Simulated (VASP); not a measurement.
CuSi16 (a cell with a defect): single point with PBE

Crystal: CuSi16 (a cell with a defect).

```
CELL_PARAMETERS angstrom
0.00000 5.43000 5.43000
5.43000 0.00000 5.43000
5.43000 5.43000 0.00000
ATOMIC_POSITIONS crystal
Si 0.98668 0.01075 0.99672
Si 0.12331 0.13984 0.11356
Si 0.00266 0.00886 0.48618
Si 0.11530 0.13227 0.62272
Si 0.00761 0.51397 0.97101
Si 0.12729 0.62081 0.11575
Si 0.00086 0.50644 0.48777
Si 0.13272 0.63497 0.59987
Si 0.50597 0.01056 0.99652
Si 0.61882 0.10465 0.15744
Si 0.48915 0.99281 0.52913
Si 0.63005 0.13226 0.62253
Si 0.51107 0.47591 0.00218
Si 0.63630 0.62080 0.11562
Si 0.50525 0.50646 0.48771
Si 0.62842 0.61567 0.62779
Cu 0.35214 0.84247 0.95277
```

| Item | Value |
| --- | --- |
| Program | VASP 6.6.1 |
| Task | single point |
| Functional | PBE |
| Potentials or basis | VASP PAW PBE potentials, release 64 (Si, Cu) |
| Cutoff | 520 eV |
| k mesh | 2 × 2 × 2 |
| Occupations | gaussian, width 0.02 eV |
| Spin | no spin polarisation |
| Dipole correction | no |
| Charge | 1 |
| Further INCAR settings | LREAL = Auto; ALGO = Normal; EDIFF = 1e-06; NBANDS = 52; NELECT = 74.0 |

```yaml
Largest_force: 0.020 eV/Å
```

Forces in eV/Å, atoms in the order of the input:
```
Si   0.002  0.000 -0.005
Si  -0.002  0.001  0.001
Si   0.002 -0.005  0.004
Si  -0.003  0.005 -0.005
Si   0.004  0.004 -0.004
Si   0.001 -0.007 -0.006
Si   0.000  0.001  0.001
Si   0.000  0.005 -0.004
Si   0.005  0.001 -0.001
Si  -0.009 -0.004  0.003
Si   0.000 -0.012  0.010
Si   0.000  0.006 -0.005
Si  -0.006  0.005 -0.009
Si   0.003  0.008  0.006
Si  -0.001 -0.002 -0.001
Si  -0.004  0.001 -0.003
Cu   0.007 -0.007  0.017
```

Levels at points of the mesh, in eV from the Fermi level:
```
           k point  band 33  band 34  band 35  band 36  band 37  band 38  band 39  band 40  band 41  band 42
(0.00, 0.00, 0.00)    -1.06    -1.01    -0.63    -0.19    -0.07     0.07     0.40     0.59     0.61     0.68
(0.50, 0.00, 0.00)    -2.01    -0.94    -0.90    -0.84    -0.75     0.55     1.12     1.26     1.31     1.44
(0.00, 0.50, 0.00)    -2.04    -0.94    -0.88    -0.87    -0.80     0.50     1.16     1.24     1.32     1.42
(0.00, 0.00, 0.50)    -2.14    -0.91    -0.89    -0.65    -0.52     0.52     1.00     1.34     1.37     1.57
(0.50, 0.50, 0.50)    -2.01    -0.94    -0.90    -0.84    -0.74     0.55     1.12     1.25     1.31     1.44
(0.50, 0.50, 0.00)    -1.83    -1.54    -1.46    -1.43    -1.08     0.65     0.99     1.94     2.06     2.17
(0.00, 0.50, 0.50)    -1.86    -1.51    -1.50    -1.42    -1.12     0.67     0.99     1.95     2.05     2.17
(0.50, 0.00, 0.50)    -1.83    -1.54    -1.46    -1.43    -1.08     0.66     0.99     1.94     2.06     2.17
```

Run time: 7.1 min on 1 thread of AMD EPYC 7R43 64-Core Processor (Zen 3) (shared host), peak memory 0.44 GiB.

Caveat: the k points lie up to 0.50 Å⁻¹ apart; the cell carries a net charge on a neutralising background, which shifts energy and pressure; the cell is charged against a uniform background, so pressure and absolute levels hang on convention.
